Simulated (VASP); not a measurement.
# CdSe (P6_3mc) in VASP: notebook, part 2 of 2

VASP 6.6.1. Earlier steps stand in the parts before.

**4. Single point, r2SCAN (strain +0.050 along x and y, -0.025 along z)**

POSCAR reads:

```
CdSe
1.0
    4.5134249099      0.0000000000      0.0000000000
   -2.2567124550      3.9087406301      0.0000000000
    0.0000000000      0.0000000000      6.8398200000
Cd Se
2 2
Direct
    0.6666666667      0.3333333333      0.0000000000
    0.3333333333      0.6666666667      0.5000000000
    0.6666666667      0.3333333333      0.3750000000
    0.3333333333      0.6666666667      0.8750000000
```

INCAR.step1 reads:

```
ALGO = Normal
EDIFF = 1E-4
ENCUT = 520
GGA = PE
ISMEAR = 0
LASPH = T
LCHARG = F
LREAL = F
LWAVE = T
NBANDS = 26
NELM = 80
PREC = Accurate
SIGMA = 0.05
```

INCAR.step2 reads:

```
ALGO = Normal
EDIFF = 1E-6
ENCUT = 520
ISIF = 2
ISMEAR = 0
ISTART = 1
LASPH = T
LCHARG = F
LMIXTAU = T
LREAL = F
LWAVE = F
METAGGA = R2SCAN
NBANDS = 26
NELM = 80
PREC = Accurate
SIGMA = 0.05
```

KPOINTS reads:

```
k-points
0
Gamma
  6 6 4
```

Potentials or basis: VASP PAW PBE potentials, release 64 (Cd, Se).

Run with:

```
> cat potpaw_PBE.64/Cd/POTCAR potpaw_PBE.64/Se/POTCAR > POTCAR
> cp INCAR.step1 INCAR
> mpirun -np 1 vasp_std > vasp.out
> cp INCAR.step2 INCAR
> mpirun -np 1 vasp_std > vasp.out
```

OUTCAR:

```text
EDIFF = 1E-6
   ENCUT = 520
   ISIF = 2
   ISMEAR = 0
   ISTART = 1
   LASPH = T
   LREAL = F
   METAGGA = R2SCAN
   NELM = 80
   PREC = Accurate

 ion  position               nearest neighbor table
   1  0.667  0.333  0.000-   3 2.56   4 2.74   4 2.74   4 2.74
   2  0.333  0.667  0.500-   4 2.56   3 2.74   3 2.74   3 2.74
   3  0.667  0.333  0.375-   1 2.56   2 2.74   2 2.74   2 2.74
   4  0.333  0.667  0.875-   2 2.56   1 2.74   1 2.74   1 2.74

  LATTYP: Found a hexagonal cell.
 ALAT       =     4.5134249099
 C/A-ratio  =     1.5154389707

  Lattice vectors:

 A1 = (   4.5134249099,   0.0000000000,   0.0000000000)
 A2 = (  -2.2567124550,   3.9087406301,   0.0000000000)
 A3 = (   0.0000000000,   0.0000000000,   6.8398200000)

Analysis of symmetry for initial positions (statically):
=====================================================================
 Subroutine PRICEL returns:
 Original cell was already a primitive cell.

 Routine SETGRP: Setting up the symmetry group for a
 hexagonal supercell.

 Subroutine GETGRP returns: Found 12 space group operations
 (whereof  6 operations were pure point group operations)
 out of a pool of 24 trial point group operations.

The static configuration has the point symmetry C_3v.
 The point group associated with its full space group is C_6v.

Analysis of symmetry for dynamics (positions and initial velocities):
=====================================================================
 Subroutine PRICEL returns:
 Original cell was already a primitive cell.

 Routine SETGRP: Setting up the symmetry group for a
 hexagonal supercell.

 Subroutine GETGRP returns: Found 12 space group operations
 (whereof  6 operations were pure point group operations)
[... 116 lines left out ...]
   EMIN   =  10.00;   EMAX   =-10.00  energy-range for DOS
   EFERMI =   0.00;   METHOD = LEGACY
   ISMEAR =     0;   SIGMA  =   0.05  broadening in eV -4-tet -1-fermi 0-gaus
   EFERMI_NEDOS =   21; number of points for ismear=-14 and -15
   IALGO  =     38    algorithm
   IMIX   =      4    mixing-type and parameters
     AMIX     =   0.40;   BMIX     =  1.00
     AMIX_MAG =   1.60;   BMIX_MAG =  1.00
  volume/ion in A,a.u.               =      30.17       203.57
  Fermi-wavevector in a.u.,A,eV,Ry     =   1.093905  2.067181 16.281125  1.196629
  Thomas-Fermi vector in A             =   2.230200
   LORBIT       =      0    0 simple, 1 ext, 2 COOP (PROOUT), +10 PAW based schemes
   METAGGA = R2SCAN    functional components
   LHFCALC =     F    Hartree Fock is set to
   AEXX    =    0.0000 exact exchange contribution
   IVDW    =     0    specifies the selected vdW correction
   LEPSILON=     F    determine dielectric tensor
   LRPA    =     F    only Hartree local field effects (RPA)
 non-spin polarized calculation
 Gauss-broadening in eV      SIGMA  =   0.05
  energy-cutoff  :      520.00
  volume of cell :      120.67
 maximum number of plane-waves:      3278
 NGX is ok and might be reduce to    36
   NGX = 17   NGY = 17   NGZ = 25

 number of electron      35.9999989 magnetization

 Free energy of the ion-electron system (eV)
  ---------------------------------------------------
  ext. energy  EPLUGINS =         0.00000000
  ---------------------------------------------------
  free energy    TOTEN  =       -71.68711576 eV

  energy without entropy =      -71.68711576  energy(sigma->0) =      -71.68711576

 E-fermi :   0.3456     XC(G=0):  -9.0819

 val. band max:        0.1343632353   @ k =   0.0000   0.0000   0.0000
 cond. band min:       1.1336122764   @ k =   0.0000   0.0000   0.0000
 fundamental gap:      0.9992490411
 Fermi energy:         0.3456101371

 k-point     1 :       0.0000    0.0000    0.0000
  band No.  band energies     occupation
      1     -12.5468      2.00000
      2     -12.1649      2.00000
      3      -7.9004      2.00000
      4      -7.8176      2.00000
      5      -7.8175      2.00000
      6      -7.7344      2.00000
[... 598 lines left out ...]
     25       8.9860      0.00000
     26       8.9860      0.00000

------------------------ aborting loop because EDIFF is reached ----------------------------------------

  FORCE on cell =-STRESS in cart. coord.  units (eV):
  Direction    XX          YY          ZZ          XY          YZ          ZX
  --------------------------------------------------------------------------------------
  -------------------------------------------------------------------------------------
  Total       -2.6111679     -2.6111679      2.2119530      0.0000000      0.0000000      0.0000000
  in kB      -34.6703023    -34.6703023     29.3696478      0.0000000      0.0000000      0.0000000
  external PRESSURE =     -13.3236523 kB  Pullay stress =       0.0000000 kB

 VOLUME and BASIS-vectors are now :
 -----------------------------------------------------------------------------
  energy-cutoff  :      520.00
  volume of cell :      120.67
      direct lattice vectors                 reciprocal lattice vectors
     4.513424910  0.000000000  0.000000000     0.221561236  0.127918439  0.000000000
    -2.256712455  3.908740630  0.000000000     0.000000000  0.255836878  0.000000000
     0.000000000  0.000000000  6.839820000     0.000000000  0.000000000  0.146202678

 POSITION                                       TOTAL-FORCE (eV/Angst)
 -----------------------------------------------------------------------------------
      2.25671      1.30291      0.00000        -0.000000      0.000000     -0.574634
     -0.00000      2.60583      3.41991         0.000000     -0.000000     -0.574634
      2.25671      1.30291      2.56493         0.000000      0.000000      0.574634
     -0.00000      2.60583      5.98484         0.000000      0.000000      0.574634
 -----------------------------------------------------------------------------------
    total drift:                               -0.000000     -0.000000     -0.001822

  FREE ENERGIE OF THE ION-ELECTRON SYSTEM (eV)
  ---------------------------------------------------
  free  energy   TOTEN  =       -71.6871157623 eV

  energy  without entropy=      -71.6871157623  energy(sigma->0) =      -71.68711576
```

OUTCAR.step1:

```text
EDIFF = 1E-4
   ENCUT = 520
   GGA = PE
   ISMEAR = 0
[... 835 lines left out ...]
      2.25671      1.30291      0.00000        -0.000000      0.000000     -0.582622
     -0.00000      2.60583      3.41991         0.000000     -0.000000     -0.582622
      2.25671      1.30291      2.56493         0.000000     -0.000000      0.582622
     -0.00000      2.60583      5.98484         0.000000      0.000000      0.582622
 -----------------------------------------------------------------------------------
    total drift:                               -0.000000     -0.000000      0.002045

  FREE ENERGIE OF THE ION-ELECTRON SYSTEM (eV)
  ---------------------------------------------------
  free  energy   TOTEN  =       -10.8747246695 eV

  energy  without entropy=      -10.8747246695  energy(sigma->0) =      -10.87472467
```

Run time: 15 min. Hardware: 1 thread of Intel Xeon 8259CL, shared host; peak memory 0.31 GiB.

What came out:

```yaml
Free_energy: -71.6871 eV
Pressure: -1.3 GPa
Largest_force: 0.575 eV/Å
Band_gap_on_the_k_mesh: 1.00 eV
```

Forces in eV/Å, atoms in the order of the input:
```
Cd   0.000  0.000 -0.575
Cd   0.000  0.000 -0.575
Se   0.000  0.000  0.575
Se   0.000  0.000  0.575
```

Caveat: the cell differs from its parent crystal (strain +0.050 along x and y, -0.025 along z); the stress differs along the axes, from -3 to 3 GPa; the PAW data sets were made with another functional, which shifts forces and pressure a little.

**5. Single point, r2SCAN (strain +0.050 along x and y, +0.000 along z)**

Changes to POSCAR since step 4:

```diff
@@ -4,3 +4,3 @@
    -2.2567124550      3.9087406301      0.0000000000
-    0.0000000000      0.0000000000      6.8398200000
+    0.0000000000      0.0000000000      7.0152000000
 Cd Se
```

INCAR.step1 reads:

```
SYSTEM = CdSe
PREC = Accurate
ENCUT = 520
ISMEAR = 0
SIGMA = 0.05
LREAL = .FALSE.
LASPH = .TRUE.
NELM = 80
NBANDS = 26
GGA = PE
ALGO = Normal
EDIFF = 1E-4
LWAVE = .TRUE.
LCHARG = .FALSE.
```

INCAR.step2 reads:

```
SYSTEM = CdSe
PREC = Accurate
ENCUT = 520
EDIFF = 1E-7
ISMEAR = 0
SIGMA = 0.05
LREAL = .FALSE.
LASPH = .TRUE.
NELM = 80
ALGO = Normal
ISIF = 2
LWAVE = .FALSE.
LCHARG = .FALSE.
METAGGA = R2SCAN
LMIXTAU = .TRUE.
NBANDS = 26
ISTART = 1
```

KPOINTS reads:

```
regular mesh
0
G
  6 6 4
  0 0 0
```

Run with:

```
> cat potpaw_PBE.64/Cd/POTCAR potpaw_PBE.64/Se/POTCAR > POTCAR
> cp INCAR.step1 INCAR
> mpirun -np 1 vasp_std > vasp.out
> cp INCAR.step2 INCAR
> mpirun -np 1 vasp_std > vasp.out
```

It took 13 min on 1 thread of Intel Xeon 8259CL, shared host; peak memory 0.31 GiB.

The run converged. Its results:

```yaml
Free_energy: -71.7120 eV
Pressure: -2.7 GPa
Largest_force: 0.302 eV/Å
Band_gap_on_the_k_mesh: 0.94 eV
```

Forces on the atoms (eV/Å):
```
Cd   0.000  0.000 -0.302
Cd   0.000  0.000 -0.302
Se   0.000  0.000  0.302
Se   0.000  0.000  0.302
```

Stress tensor (GPa, compression positive):
```
-3.86  0.00  0.00
 0.00 -3.86  0.00
 0.00  0.00 -0.23
```

Levels at points of the mesh, in eV from the valence-band top:
| k point | band 14 | band 15 | band 16 | band 17 | band 18 | band 19 | band 20 | band 21 | band 22 | band 23 |
| --- | --- | --- | --- | --- | --- | --- | --- | --- | --- | --- |
| (0.00, 0.00, 0.00) | -0.80 | -0.80 | -0.04 | -0.04 | 0.00 | 0.93 | 2.34 | 6.17 | 6.17 | 7.11 |
| (0.50, 0.00, 0.00) | -3.15 | -2.34 | -1.69 | -1.15 | -0.60 | 3.51 | 3.52 | 5.25 | 6.50 | 6.77 |
| (0.00, 0.00, 0.50) | -2.37 | -0.43 | -0.43 | -0.43 | -0.43 | 2.58 | 2.58 | 6.28 | 6.28 | 6.55 |
| (0.50, 0.00, 0.50) | -3.76 | -1.19 | -1.19 | -1.08 | -1.08 | 3.32 | 3.32 | 5.30 | 5.30 | 7.87 |

Caveat: the cell differs from its parent crystal (strain +0.050 along x and y, +0.000 along z); the PAW data sets were made with another functional, which shifts forces and pressure a little.

**6. Overview**

| cell | gap on the mesh (eV) | pressure (GPa) | largest force (eV/Å) |
| --- | --- | --- | --- |
| a = 4.298, b = 4.298, c = 7.191 Å, angles 90.0, 90.0, 120.0°, 4 atoms | 1.06 | 0.5 | 0.14 |
| a = 4.298, b = 4.298, c = 7.366 Å, angles 90.0, 90.0, 120.0°, 4 atoms | 0.97 | -0.6 | 0.23 |
| a = 4.513, b = 4.513, c = 6.840 Å, angles 90.0, 90.0, 120.0°, 4 atoms | 1.00 | -1.3 | 0.57 |
| a = 4.513, b = 4.513, c = 7.015 Å, angles 90.0, 90.0, 120.0°, 4 atoms | 0.94 | -2.7 | 0.30 |

Alike in all rows: task single point; level r2SCAN; potentials or basis VASP PAW PBE potentials, release 64 (Cd, Se); no spin polarisation; k mesh 6 × 6 × 4; cutoff (eV) 520; smearing gaussian 0.05 eV.

Caveats: the PAW data sets were made with another functional, which shifts forces and pressure a little; the stress differs along the axes, from -3 to 3 GPa (at least some runs).

Total energies depend on the potentials used, so only differences within one code and one set of settings carry meaning.
